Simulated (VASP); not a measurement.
# Cr (Pm-3m) in VASP: further runs

Cr is run at these levels: PBE; tasks: single point.

Everything below comes from runs of VASP 6.6.1. Logs are shortened: lines on timing, memory, paths and dates and some standing lists are left out, and cuts for length are marked.

### Step 1. The cell of the first run

It takes space group Pm-3m (No. 221, cubic). Conventional cell: a = 1.858 Å, b = 1.858 Å, c = 1.858 Å, α = 90.00°, β = 90.00°, γ = 90.00°. Cr (site symmetry m-3m) has 6 Cr at 1.86 Å within 2.5 Å.

### Step 2. Single point, PBE, collinear spin, ferromagnetic start (volume scaled by 0.5)

Input file INCAR:

```
  PREC = Accurate
  ENCUT = 520
  EDIFF = 1E-7
  ISMEAR = -1
  SIGMA = 0.05
  LREAL = F
  LASPH = T
  NELM = 150
  ALGO = Normal
  ISIF = 2
  LWAVE = F
  LCHARG = F
  ISPIN = 2
  MAGMOM = 2
  LORBIT = 11
  LMAXMIX = 4
  GGA = PE
  NBANDS = 16
```

Input file KPOINTS:

```
regular mesh
0
Gamma
  16 16 16
```

Input file POSCAR:

```
Cr
1.0
    1.8577571177      0.0000000000      0.0000000000
    0.0000000000      1.8577571177      0.0000000000
    0.0000000000      0.0000000000      1.8577571177
Cr
1
Direct
    0.0000000000      0.0000000000      0.0000000000
```

Potentials or basis: VASP PAW PBE potentials, release 64 (Cr_pv).

Run with:

```bash
$ cat potpaw_PBE.64/Cr_pv/POTCAR > POTCAR
$ mpirun -np 1 vasp_std > vasp.out
```

OUTCAR:

```text
PREC = Accurate
   ENCUT = 520
   EDIFF = 1E-7
   ISMEAR = -1
   LREAL = F
   LASPH = T
   NELM = 150
   ISIF = 2
   ISPIN = 2
   LORBIT = 11
   GGA = PE

 ion  position               nearest neighbor table
   1  0.000  0.000  0.000-

  LATTYP: Found a simple cubic cell.
 ALAT       =     1.8577571177

  Lattice vectors:

 A1 = (   1.8577571177,   0.0000000000,   0.0000000000)
 A2 = (   0.0000000000,   1.8577571177,   0.0000000000)
 A3 = (   0.0000000000,   0.0000000000,   1.8577571177)

Analysis of symmetry for initial positions (statically):
=====================================================================
 Subroutine PRICEL returns:
 Original cell was already a primitive cell.

 Routine SETGRP: Setting up the symmetry group for a
 simple cubic supercell.

 Subroutine GETGRP returns: Found 48 space group operations
 (whereof 48 operations were pure point group operations)
 out of a pool of 48 trial point group operations.

The static configuration has the point symmetry O_h .

Analysis of symmetry for dynamics (positions and initial velocities):
=====================================================================
 Subroutine PRICEL returns:
 Original cell was already a primitive cell.

 Routine SETGRP: Setting up the symmetry group for a
 simple cubic supercell.

 Subroutine GETGRP returns: Found 48 space group operations
 (whereof 48 operations were pure point group operations)
 out of a pool of 48 trial point group operations.

The dynamic configuration has the point symmetry O_h .

Analysis of structural, dynamic, and magnetic symmetry:
=====================================================================
 Subroutine PRICEL returns:
 Original cell was already a primitive cell.

 Routine SETGRP: Setting up the symmetry group for a
 simple cubic supercell.

 Subroutine GETGRP returns: Found 48 space group operations
 (whereof 48 operations were pure point group operations)
 out of a pool of 48 trial point group operations.

The overall configuration has the point symmetry O_h .

 Subroutine INISYM returns: Found 48 space group operations
 (whereof 48 operations are pure point group operations),
 and found     1 'primitive' translations

----------------------------------------------------------------------------------------

                                     Primitive cell

  volume of cell :       6.4116

  direct lattice vectors                    reciprocal lattice vectors
     1.857757118  0.000000000  0.000000000     0.538283498  0.000000000  0.000000000
     0.000000000  1.857757118  0.000000000     0.000000000  0.538283498  0.000000000
     0.000000000  0.000000000  1.857757118     0.000000000  0.000000000  0.538283498

  length of vectors
     1.857757118  1.857757118  1.857757118     0.538283498  0.538283498  0.538283498

  position of ions in fractional coordinates (direct lattice)
     0.000000000  0.000000000  0.000000000

  ion indices of the primitive-cell ions
   primitive index   ion index
                 1           1

----------------------------------------------------------------------------------------

 KPOINTS: regular mesh

Automatic generation of k-mesh.
 Grid dimensions read from file:
 generate k-points for:   16   16   16

 Generating k-lattice:

  Cartesian coordinates                     Fractional coordinates (reciprocal lattice)
     0.033642719  0.000000000  0.000000000     0.062500000  0.000000000  0.000000000
     0.000000000  0.033642719  0.000000000     0.000000000  0.062500000  0.000000000
     0.000000000  0.000000000  0.033642719     0.000000000  0.000000000  0.062500000

  Length of vectors
     0.033642719  0.033642719  0.033642719

  Shift w.r.t. Gamma in fractional coordinates (k-lattice)
     0.000000000  0.000000000  0.000000000

 Subroutine IBZKPT returns following result:
 ===========================================

 Found    165 irreducible k-points:

 Following reciprocal coordinates:
            Coordinates               Weight
  0.000000  0.000000  0.000000      1.000000
  0.062500  0.000000  0.000000      6.000000
  0.125000  0.000000  0.000000      6.000000
  0.187500  0.000000  0.000000      6.000000
  0.250000  0.000000  0.000000      6.000000
  0.312500  0.000000  0.000000      6.000000
[... 16 lines left out ...]
  0.437500  0.125000  0.000000     24.000000
  0.500000  0.125000  0.000000     12.000000
 [... further k-points ...]
   k-points           NKPTS =    165   k-points in BZ     NKDIM =    165   number of bands    NBANDS=     16
   number of dos      NEDOS =    301   number of ions     NIONS =      1
   total plane-waves  NPLWV =   2744
   dimension x,y,z NGX =    14 NGY =   14 NGZ =   14
   dimension x,y,z NGXF=    28 NGYF=   28 NGZF=   28
   ions per type =               1
   NGX,Y,Z   is equivalent  to a cutoff of  12.53, 12.53, 12.53 a.u.
   NGXF,Y,Z  is equivalent  to a cutoff of  25.06, 25.06, 25.06 a.u.
 SYSTEM =  unknown system
   PREC   = accura    normal or accurate (medium, high low for compatibility)
   ISTART =      0    job   : 0-new  1-cont  2-samecut
   ICHARG =      2    charge: 1-file 2-atom 10-const
   ISPIN  =      2    spin polarized calculation?
   LNONCOLLINEAR =      F non collinear calculations
   LSORBIT =      F    spin-orbit coupling
   LASPH  =      T    aspherical Exc in radial PAW
   ENCUT  =  520.0 eV  38.22 Ry    6.18 a.u.   3.45  3.45  3.45*2*pi/ulx,y,z
   NELM   =    150;   NELMIN=  2; NELMDL= -5     # of ELM steps
   EDIFF  = 0.1E-06   stopping-criterion for ELM
   LREAL  =      F    real-space projection
   EDIFFG = 0.1E-05   stopping-criterion for IOM
   NSW    =      0    number of steps for IOM
   IBRION =     -1    ionic relax: 0-MD 1-quasi-New 2-CG
   NFREE  =      0    steps in history (QN), initial steepest desc. (CG)
   ISIF   =      2    stress and relaxation
   ISYM   =      2    0-nonsym 1-usesym 2-fastsym
   POTIM  = 0.5000    time-step for ionic-motion
   TEBEG  =    0.0;   TEEND  =   0.0 temperature during run
   PSTRESS=    0.0 pullay stress
   NELECT =      12.0000    total number of electrons
   NUPDOWN=      -1.0000    fix difference up-down
   EMIN   =  10.00;   EMAX   =-10.00  energy-range for DOS
   EFERMI =   0.00;   METHOD = LEGACY
   ISMEAR =    -1;   SIGMA  =   0.05  broadening in eV -4-tet -1-fermi 0-gaus
   EFERMI_NEDOS =   21; number of points for ismear=-14 and -15
   IALGO  =     38    algorithm
   IMIX   =      4    mixing-type and parameters
     AMIX     =   0.40;   BMIX     =  1.00
     AMIX_MAG =   1.60;   BMIX_MAG =  1.00
  volume/ion in A,a.u.               =       6.41        43.27
  Fermi-wavevector in a.u.,A,eV,Ry     =   2.017497  3.812517 55.379735  4.070296
  Thomas-Fermi vector in A             =   3.028729
   LORBIT       =     11    0 simple, 1 ext, 2 COOP (PROOUT), +10 PAW based schemes
   GGA     = PE    functional components
   LHFCALC =     F    Hartree Fock is set to
   AEXX    =    0.0000 exact exchange contribution
   IVDW    =     0    specifies the selected vdW correction
   LEPSILON=     F    determine dielectric tensor
   LRPA    =     F    only Hartree local field effects (RPA)
 spin polarized calculation
  energy-cutoff  :      520.00
  volume of cell :        6.41
 maximum number of plane-waves:       183
 NGX is ok and might be reduce to    14
   NGX =  7   NGY =  7   NGZ =  7

 number of electron      12.0000020 magnetization      -0.0000074

 number of electron      12.0000020 magnetization       0.0000046

 Free energy of the ion-electron system (eV)
  ---------------------------------------------------
  ext. energy  EPLUGINS =         0.00000000
  ---------------------------------------------------
  free energy    TOTEN  =        -2.30831970 eV

  energy without entropy =       -2.30168004  energy(sigma->0) =       -2.30499987

 E-fermi :  21.9857     XC(G=0): -17.3047

 val. band max:       21.9843908051   @ k =   0.4375   0.3125   0.1875
 cond. band min:      22.0288676787   @ k =   0.5000   0.3125   0.1875
 fundamental gap:      0.0444768735
 Fermi energy:        21.9857431209

 spin component 1

 k-point     1 :       0.0000    0.0000    0.0000
  band No.  band energies     occupation
      1     -19.3212      1.00000
      2     -19.3212      1.00000
      3     -19.3212      1.00000
      4      13.4231      1.00000
      5      14.2595      1.00000
      6      14.2595      1.00000
[... 8 lines left out ...]
     15      61.3679      0.00000
     16      69.2597      0.00000

 k-point     2 :       0.0625    0.0000    0.0000
  band No.  band energies     occupation
      1     -19.6063      1.00000
      2     -19.2974      1.00000
      3     -19.2974      1.00000
      4      13.6349      1.00000
      5      14.3232      1.00000
      6      14.5935      1.00000
[... 8 lines left out ...]
     15      62.2700      0.00000
     16      70.0898      0.00000
[... 387 lines left out ...]
      5      18.0577      1.00000
      6      19.6336      1.00000
[... 8 lines left out ...]
     15      65.0422      0.00000
     16      69.7864      0.00000

 k-point    24 :       0.5000    0.1250    0.0000
  band No.  band energies     occupation
      1     -25.4524      1.00000
      2     -19.6188      1.00000
      3     -18.5897      1.00000
      4      16.8675      1.00000
      5      18.2110      1.00000
      6      19.5375      1.00000
[... 8 lines left out ...]
     15      67.1061      0.00000
     16      67.6592      0.00000

 [... further k-points ...]

 spin component 2

 k-point     1 :       0.0000    0.0000    0.0000
  band No.  band energies     occupation
      1     -19.3212      1.00000
      2     -19.3212      1.00000
      3     -19.3212      1.00000
      4      13.4231      1.00000
      5      14.2595      1.00000
      6      14.2595      1.00000
[... 8 lines left out ...]
     15      61.3679      0.00000
     16      69.2597      0.00000

 k-point     2 :       0.0625    0.0000    0.0000
  band No.  band energies     occupation
      1     -19.6063      1.00000
      2     -19.2974      1.00000
      3     -19.2974      1.00000
      4      13.6349      1.00000
      5      14.3232      1.00000
      6      14.5935      1.00000
[... 8 lines left out ...]
     15      62.2700      0.00000
     16      70.0898      0.00000
[... 387 lines left out ...]
      5      18.0577      1.00000
      6      19.6336      1.00000
[... 8 lines left out ...]
     15      65.0422      0.00000
     16      69.7864      0.00000

 k-point    24 :       0.5000    0.1250    0.0000
  band No.  band energies     occupation
      1     -25.4524      1.00000
      2     -19.6188      1.00000
      3     -18.5897      1.00000
      4      16.8675      1.00000
      5      18.2110      1.00000
      6      19.5375      1.00000
[... 8 lines left out ...]
     15      67.1061      0.00000
     16      67.6592      0.00000

 [... further k-points ...]
[... 5 lines left out ...]
  --------------------------------------------------------------------------------------
  -------------------------------------------------------------------------------------
  Total       23.1236015     23.1236015     23.1236015      0.0000000      0.0000000     -0.0000000
  in kB     5778.2889826   5778.2889826   5778.2889826      0.0000000      0.0000000     -0.0000000
  external PRESSURE =    5778.2889826 kB  Pullay stress =       0.0000000 kB

 VOLUME and BASIS-vectors are now :
 -----------------------------------------------------------------------------
  energy-cutoff  :      520.00
  volume of cell :        6.41
      direct lattice vectors                 reciprocal lattice vectors
     1.857757118  0.000000000  0.000000000     0.538283498  0.000000000  0.000000000
     0.000000000  1.857757118  0.000000000     0.000000000  0.538283498  0.000000000
     0.000000000  0.000000000  1.857757118     0.000000000  0.000000000  0.538283498

 POSITION                                       TOTAL-FORCE (eV/Angst)
 -----------------------------------------------------------------------------------
      0.00000      0.00000      0.00000         0.000000      0.000000      0.000000
 -----------------------------------------------------------------------------------
    total drift:                               -0.000000     -0.000000     -0.000000

  FREE ENERGIE OF THE ION-ELECTRON SYSTEM (eV)
  ---------------------------------------------------
  free  energy   TOTEN  =        -2.3083197006 eV

  energy  without entropy=       -2.3016800414  energy(sigma->0) =       -2.30499987

 total charge

# of ion       s       p       d       tot
------------------------------------------
    1        0.625   6.766   5.929  13.320

 magnetization (x)

# of ion       s       p       d       tot
------------------------------------------
    1        0.000   0.000   0.000   0.000
```

Wall time 29 s (1 thread of AMD EPYC 9R45 (Zen 5), shared host); peak memory 0.1 GiB.

Results:

| Property | Result |
| --- | --- |
| Free energy | -2.3083 eV |
| Pressure | 577.8 GPa |
| Band gap on the k mesh | zero (filled and empty bands overlap) |
| Net moment | 0.00 μB per cell |

Levels at points of the mesh, in eV from the Fermi level:
Spin up:
```csv
k point,band 4,band 5,band 6,band 7,band 8,band 9
"(0.00, 0.00, 0.00)",-8.56,-7.73,-7.73,5.69,5.69,5.69
"(0.50, 0.00, 0.00)",-5.84,-3.68,0.39,0.39,0.90,6.20
"(0.50, 0.50, 0.00)",-11.77,-2.88,1.61,1.61,7.90,8.90
"(0.50, 0.50, 0.50)",-8.04,-8.04,-8.04,7.77,9.21,9.21
```
Spin down:
```tsv
k point	band 2	band 3	band 4	band 5	band 6	band 7	band 8	band 9	band 10	band 11
(0.00, 0.00, 0.00)	-41.31	-41.31	-8.56	-7.73	-7.73	5.69	5.69	5.69	8.13	30.46
(0.50, 0.00, 0.00)	-40.66	-40.66	-5.84	-3.68	0.39	0.39	0.90	6.20	8.02	17.04
(0.50, 0.50, 0.00)	-46.35	-40.07	-11.77	-2.88	1.61	1.61	7.90	8.90	13.03	13.03
(0.50, 0.50, 0.50)	-45.30	-45.30	-8.04	-8.04	-8.04	7.77	9.21	9.21	10.47	30.14
```

Caveat: the starting moments collapsed, and a magnetic state may lie lower.

### Step 3. Single point, PBE, collinear spin, ferromagnetic start (volume scaled by 0.6)

Input file INCAR:

```
PREC     = Accurate       # precision mode
ENCUT    = 520            # plane-wave cutoff, eV
EDIFF    = 1E-6           # SCF threshold, eV
ISMEAR   = -1             # smearing method
SIGMA    = 0.05           # smearing width, eV
LREAL    = False          # projectors in reciprocal space
LASPH    = True           # aspherical terms in the spheres
NELM     = 150            # most SCF steps
ALGO     = Normal         # electronic algorithm
ISIF     = 2              # what is computed and relaxed
LWAVE    = False          # write WAVECAR
LCHARG   = False          # write CHGCAR
ISPIN    = 2              # spin polarisation
MAGMOM   = 2              # initial moments
LORBIT   = 11             # projections on sites
LMAXMIX  = 4              # l up to which the mixer works
GGA      = PE             # functional
NBANDS   = 16             # bands
```

KPOINTS is that of step 2.

Input file POSCAR:

```
Cr
1.0
    1.9741615206      0.0000000000      0.0000000000
    0.0000000000      1.9741615206      0.0000000000
    0.0000000000      0.0000000000      1.9741615206
Cr
1
Direct
    0.0000000000      0.0000000000      0.0000000000
```

Potentials or basis: VASP PAW PBE potentials, release 64 (Cr_pv).

Run with:

```bash
$ cat potpaw_PBE.64/Cr_pv/POTCAR > POTCAR
$ mpirun -np 1 vasp_std > vasp.out
```

Run time: 28 s. Hardware: 1 thread of AMD EPYC 9R45 (Zen 5), shared host; peak memory 0.1 GiB.

Results (log left out):

- Free energy: -5.6130 eV
- Pressure: 283.2 GPa
- Band gap on the k mesh: zero (filled and empty bands overlap)
- Net moment: 0.00 μB per cell

Levels at points of the mesh, in eV from the Fermi level:
Spin up:
```csv
k point,band 2,band 3,band 4,band 5,band 6,band 7,band 8,band 9,band 10,band 11
"(0.00, 0.00, 0.00)",-41.68,-41.68,-8.68,-6.15,-6.15,4.66,4.66,4.66,8.00,27.12
"(0.50, 0.00, 0.00)",-41.28,-41.28,-4.65,-3.66,0.09,0.55,0.55,5.05,7.98,13.70
"(0.50, 0.50, 0.00)",-45.01,-40.91,-9.23,-2.51,1.48,1.48,7.21,7.96,10.65,10.65
"(0.50, 0.50, 0.50)",-44.36,-44.36,-6.19,-6.19,-6.19,7.45,7.45,7.94,11.02,24.44
```
Spin down:
```tsv
k point	band 2	band 3	band 4	band 5	band 6	band 7	band 8	band 9	band 10	band 11
(0.00, 0.00, 0.00)	-41.68	-41.68	-8.68	-6.15	-6.15	4.66	4.66	4.66	8.00	27.12
(0.50, 0.00, 0.00)	-41.28	-41.28	-4.65	-3.66	0.09	0.55	0.55	5.05	7.98	13.70
(0.50, 0.50, 0.00)	-45.01	-40.91	-9.23	-2.51	1.48	1.48	7.21	7.96	10.65	10.65
(0.50, 0.50, 0.50)	-44.36	-44.36	-6.19	-6.19	-6.19	7.45	7.45	7.94	11.02	24.44
```

Caveat: the starting moments collapsed, and a magnetic state may lie lower.

### Step 4. Single point, PBE, collinear spin, ferromagnetic start (volume scaled by 0.6)

Input file INCAR:

```
SYSTEM = Cr
ALGO = Normal ; EDIFF = 1E-7
ENCUT = 520 ; GGA = PE
ISIF = 2 ; ISMEAR = -1
ISPIN = 2 ; LASPH = .TRUE.
LCHARG = .TRUE. ; LELF = .TRUE.
LMAXMIX = 4 ; LORBIT = 11
LREAL = .FALSE. ; LVHAR = .TRUE.
LWAVE = .FALSE. ; MAGMOM = 2
NBANDS = 16 ; NELM = 150
PREC = Accurate ; SIGMA = 0.05
```

Input file KPOINTS:

```
k-points
0
G
  16 16 16
  0 0 0
```

POSCAR is that of step 3.

Run with:

```bash
$ cat potpaw_PBE.64/Cr_pv/POTCAR > POTCAR
$ mpirun -np 1 vasp_std > vasp.out
```

Wall time 36 s (1 thread of AMD EPYC 9R45 (Zen 5), shared host); peak memory 0.1 GiB.

The run converged. Its results:

* Free energy: -5.6130 eV
* Pressure: 283.2 GPa
* Band gap on the k mesh: zero (filled and empty bands overlap)
* Net moment: 0.00 μB per cell

Levels at points of the mesh, in eV from the Fermi level:
Spin up:
```tsv
k point	band 2	band 3	band 4	band 5	band 6	band 7	band 8	band 9	band 10	band 11
(0.00, 0.00, 0.00)	-41.68	-41.68	-8.68	-6.15	-6.15	4.66	4.66	4.66	8.00	27.12
(0.50, 0.00, 0.00)	-41.28	-41.28	-4.65	-3.66	0.09	0.55	0.55	5.05	7.98	13.70
(0.50, 0.50, 0.00)	-45.01	-40.91	-9.23	-2.51	1.48	1.48	7.21	7.96	10.64	10.64
(0.50, 0.50, 0.50)	-44.36	-44.36	-6.19	-6.19	-6.19	7.45	7.45	7.94	11.02	24.44
```
Spin down:
```csv
k point,band 4,band 5,band 6,band 7,band 8,band 9
"(0.00, 0.00, 0.00)",-8.68,-6.15,-6.15,4.66,4.66,4.66
"(0.50, 0.00, 0.00)",-4.65,-3.66,0.09,0.55,0.55,5.05
"(0.50, 0.50, 0.00)",-9.23,-2.51,1.48,1.48,7.21,7.96
"(0.50, 0.50, 0.50)",-6.19,-6.19,-6.19,7.45,7.45,7.94
```

Caveat: the starting moments collapsed, and a magnetic state may lie lower.

(Continued in part 2 of 2.)
